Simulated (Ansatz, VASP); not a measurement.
Ir3Ru4: VASP beside Ansatz

```
CELL_PARAMETERS angstrom
4.85681 0.00000 0.00000
0.00000 4.85681 0.00000
0.00000 0.00000 4.85681
ATOMIC_POSITIONS crystal
Ru 0.50000 0.00000 0.00000
Ru 0.00000 0.50000 0.00000
Ru 0.00000 0.00000 0.50000
Ru 0.50000 0.50000 0.50000
Ir 0.00000 0.50000 0.50000
Ir 0.50000 0.00000 0.50000
Ir 0.50000 0.50000 0.00000
```

Alike in both runs: task single point; functional PBE; k mesh 4 × 4 × 4; occupations gaussian, width 0.1 eV; no spin polarisation.

|  | VASP | Ansatz |
| --- | --- | --- |
| version | VASP 6.6.1 | Ansatz 0.2.0 |
| potentials or method | VASP PAW PBE potentials, release 64 (Ru_pv, Ir), cutoff 520 eV | scalar-relativistic, plane waves, PAW |
| valence electrons in the cell | 83 | 115 |

Ansatz gave:

- gap on the k mesh at the Fermi level (eV): none
- pressure (GPa): 21.9

Estimate VASP's values.

gap on the k mesh at the Fermi level (eV): none; pressure (GPa): 22.4.

A gap of «none» marks a metal or a gap that the smearing closes. VASP's potentials hold 83 valence electrons a cell and Ansatz's 115, so a difference there can come from the potentials and not from the codes.

Spin-orbit coupling is off throughout. Noted on VASP's run: too few bands were computed for a metal, which touches its energy and stress.
